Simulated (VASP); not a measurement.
# Cr (I4/mmm) in VASP: a series of runs, part 2 of 2

VASP 6.6.1. The steps go on from the part before.

## Step 3: Single point, PBEsol

Contents of INCAR:

```
PREC = Accurate ; ENCUT = 520
EDIFF = 1E-6 ; ISMEAR = 0
SIGMA = 0.15 ; LREAL = F
LASPH = T ; NELM = 80
ALGO = Fast ; ISIF = 2
LWAVE = F ; LCHARG = F
GGA = PS ; NBANDS = 12
```

Contents of KPOINTS:

```
Automatic mesh
0
Gamma
  26 26 26
```

Contents of POSCAR:

```
Cr
1.0
   -1.4825895190      1.4825895190      1.3639823574
    1.4825895190     -1.4825895190      1.3639823574
    1.4825895190      1.4825895190     -1.3639823574
Cr
1
Direct
    0.0000000000      0.0000000000      0.0000000000
```

Potentials or basis: VASP PAW PBE potentials, release 64 (Cr_pv).

Started as:

```bash
> cat potpaw_PBE.64/Cr_pv/POTCAR > POTCAR
> mpirun -np 1 vasp_std > vasp.out
```

OUTCAR:

```text
PREC = Accurate
   ENCUT = 520
   EDIFF = 1E-6
   ISMEAR = 0
   LREAL = F
   LASPH = T
   NELM = 80
   ISIF = 2
   GGA = PS

 ion  position               nearest neighbor table
   1  0.000  0.000  0.000-

  LATTYP: Found a body centered tetragonal cell.
 ALAT       =     2.9651790380
 C/A-ratio  =     0.9199999999

  Lattice vectors:

 A1 = (  -1.4825895190,   1.4825895190,   1.3639823574)
 A2 = (   1.4825895190,  -1.4825895190,   1.3639823574)
[... 540 lines left out ...]
     12      27.1862      0.00000

 [... further k-points ...]

------------------------ aborting loop because EDIFF is reached ----------------------------------------

  FORCE on cell =-STRESS in cart. coord.  units (eV):
  Direction    XX          YY          ZZ          XY          YZ          ZX
  --------------------------------------------------------------------------------------
  -------------------------------------------------------------------------------------
  Total       -1.9211095     -1.9211095      0.0331350      0.0000000      0.0000000     -0.0000000
  in kB     -256.6564050   -256.6564050      4.4267689      0.0000000      0.0000000     -0.0000000
  external PRESSURE =    -169.6286804 kB  Pullay stress =       0.0000000 kB

 VOLUME and BASIS-vectors are now :
 -----------------------------------------------------------------------------
  energy-cutoff  :      520.00
  volume of cell :       11.99
      direct lattice vectors                 reciprocal lattice vectors
    -1.482589519  1.482589519  1.363982357     0.000000000  0.337247764  0.366573656
     1.482589519 -1.482589519  1.363982357     0.337247764  0.000000000  0.366573656
     1.482589519  1.482589519 -1.363982357     0.337247764  0.337247764  0.000000000

 POSITION                                       TOTAL-FORCE (eV/Angst)
 -----------------------------------------------------------------------------------
      0.00000      0.00000      0.00000         0.000000     -0.000000      0.000000
 -----------------------------------------------------------------------------------
    total drift:                                0.000000     -0.000000      0.000000

  FREE ENERGIE OF THE ION-ELECTRON SYSTEM (eV)
  ---------------------------------------------------
  free  energy   TOTEN  =       -10.1388995369 eV

  energy  without entropy=      -10.1296757321  energy(sigma->0) =      -10.13428763
```

Run time: 1.8 min. Hardware: 1 thread of Intel Xeon Platinum 8488C (Sapphire Rapids), shared host; peak memory 0.28 GiB.

What came out:

```
Free energy            : -10.1389 eV
Pressure               : -17.0 GPa
Band gap on the k mesh : zero (band 6 reaches 12.61 eV, above the bottom of band 7 at 9.51 eV)
```

Caveat: the PAW data sets were made with another functional, which shifts forces and pressure a little; the run has no spin polarisation, though such a crystal can be magnetic. Spin polarisation is off, so any magnetic state and its effect on volume and gap are missing.

## Step 4: Single point, PBEsol

Contents of INCAR:

```
SYSTEM = Cr
PREC     = Accurate       ! precision mode
ENCUT    = 520            ! plane-wave cutoff, eV
EDIFF    = 1E-6           ! SCF threshold, eV
ISMEAR   = 0              ! smearing method
SIGMA    = 0.15           ! smearing width, eV
LREAL    = .FALSE.        ! projectors in reciprocal space
LASPH    = .TRUE.         ! aspherical terms in the spheres
NELM     = 100            ! most SCF steps
ALGO     = Fast           ! electronic algorithm
ISIF     = 2              ! what is computed and relaxed
LWAVE    = .FALSE.        ! write WAVECAR
LCHARG   = .FALSE.        ! write CHGCAR
GGA      = PS             ! functional
NBANDS   = 12             ! bands
```

Contents of KPOINTS:

```
regular mesh
0
G
  26 26 26
  0 0 0
```

Contents of POSCAR:

```
Cr
1.0
   -1.3968592230      1.3968592230      1.5365451453
    1.3968592230     -1.3968592230      1.5365451453
    1.3968592230      1.3968592230     -1.5365451453
Cr
1
Direct
    0.0000000000      0.0000000000      0.0000000000
```

Started as:

```bash
> cat potpaw_PBE.64/Cr_pv/POTCAR > POTCAR
> mpirun -np 1 vasp_std > vasp.out
```

Wall time 96 s (1 thread of Intel Xeon Platinum 8488C (Sapphire Rapids), shared host); peak memory 0.29 GiB.

Results (log left out):

- Free energy: -10.1276 eV
- Pressure: -16.7 GPa
- Band gap on the k mesh: zero (band 6 reaches 12.54 eV, above the bottom of band 7 at 9.71 eV)

Stress tensor (GPa, compression positive):
```
 -7.96   0.00   0.00
  0.00  -7.96   0.00
  0.00   0.00 -34.23
```

Levels at points of the mesh, in eV from the Fermi level:
| k point | band 4 | band 5 | band 6 | band 7 | band 8 | band 9 |
| --- | --- | --- | --- | --- | --- | --- |
| (0.00, 0.00, 0.00) | -7.75 | -1.03 | -1.03 | -0.35 | 0.64 | 1.35 |
| (0.50, 0.00, 0.00) | -4.23 | -2.00 | 0.55 | 0.78 | 1.52 | 2.64 |
| (0.50, 0.50, 0.00) | -4.31 | -2.86 | 1.55 | 1.60 | 1.66 | 2.78 |
| (0.50, 0.50, 0.50) | -4.25 | -3.96 | 2.24 | 2.41 | 2.41 | 7.08 |

Caveat: the PAW data sets were made with another functional, which shifts forces and pressure a little; the run has no spin polarisation, though such a crystal can be magnetic.

## Step 5: Single point, PBEsol

This run uses another cell than the first one, of the same volume but with other edges.

Contents of INCAR:

```
SYSTEM = Cr
PREC = Accurate
ENCUT = 520
EDIFF = 1E-7
ISMEAR = 0
SIGMA = 0.15
LREAL = .False.
LASPH = .True.
NELM = 80
ALGO = Fast
ISIF = 2
LWAVE = .False.
LCHARG = .True.
GGA = PS
LELF = .True.
LVHAR = .True.
NBANDS = 12
```

Contents of KPOINTS:

```
regular mesh
0
Gamma
  26 26 26
  0 0 0
```

Contents of POSCAR:

```
Cr
1.0
   -1.6646096801      1.6646096801      1.0819962920
    1.6646096801     -1.6646096801      1.0819962920
    1.6646096801      1.6646096801     -1.0819962920
Cr
1
Direct
    0.0000000000      0.0000000000      0.0000000000
```

Started as:

```bash
> cat potpaw_PBE.64/Cr_pv/POTCAR > POTCAR
> mpirun -np 1 vasp_std > vasp.out
```

Run time: 2.3 min. Hardware: 1 thread of Intel Xeon Platinum 8488C (Sapphire Rapids), shared host; peak memory 0.29 GiB.

It converged, with:

| Item | Value |
| --- | --- |
| Free energy | -9.5372 eV |
| Pressure | 0.9 GPa |
| Band gap on the k mesh | zero (band 6 reaches 13.03 eV, above the bottom of band 7 at 9.29 eV) |

Stress tensor (GPa, compression positive):
```
-16.87   0.00   0.00
  0.00 -16.87   0.00
  0.00   0.00  36.34
```

Levels at points of the mesh, in eV from the Fermi level:
| k point | band 3 | band 4 | band 5 | band 6 | band 7 | band 8 | band 9 | band 10 |
| --- | --- | --- | --- | --- | --- | --- | --- | --- |
| (0.00, 0.00, 0.00) | -41.97 | -7.83 | -2.83 | -2.22 | 1.47 | 1.47 | 1.59 | 7.22 |
| (0.50, 0.00, 0.00) | -42.85 | -4.37 | -3.39 | 0.62 | 1.84 | 3.15 | 3.40 | 7.22 |
| (0.50, 0.50, 0.00) | -42.04 | -4.33 | -2.05 | -1.29 | 0.14 | 1.16 | 2.86 | 6.80 |
| (0.50, 0.50, 0.50) | -42.11 | -4.72 | -4.03 | 2.50 | 2.72 | 2.72 | 5.45 | 5.45 |

Caveat: the PAW data sets were made with another functional, which shifts forces and pressure a little; the run has no spin polarisation, though such a crystal can be magnetic. Spin polarisation is off, so any magnetic state and its effect on volume and gap are missing.

## Step 6: The runs side by side

```tsv
cell	further INCAR settings	gap on the mesh (eV)	pressure (GPa)
a = 2.538 Å, angles 117.3, 117.3, 94.8°, 1 atom	ALGO = Fast; EDIFF = 1e-06; NBANDS = 12	none	-11.9
a = 2.501 Å, angles 107.3, 107.3, 113.9°, 1 atom	ALGO = Fast; EDIFF = 1e-06; NBANDS = 12	none	-17.0
a = 2.503 Å, angles 112.1, 112.1, 104.2°, 1 atom	ALGO = Fast; EDIFF = 1e-06; NBANDS = 12	none	-16.7
a = 2.591 Å, angles 100.0, 100.0, 130.6°, 1 atom	ALGO = Fast; EDIFF = 1e-07; NBANDS = 12	none	0.9
```

Alike in all rows: task single point; level PBEsol; potentials or basis VASP PAW PBE potentials, release 64 (Cr_pv); no spin polarisation; k mesh 26 × 26 × 26; cutoff (eV) 520; smearing gaussian 0.15 eV.

Caveats: the PAW data sets were made with another functional, which shifts forces and pressure a little; the run has no spin polarisation, though such a crystal can be magnetic.

Total energies depend on the potentials used, so only differences within one code and one set of settings carry meaning.
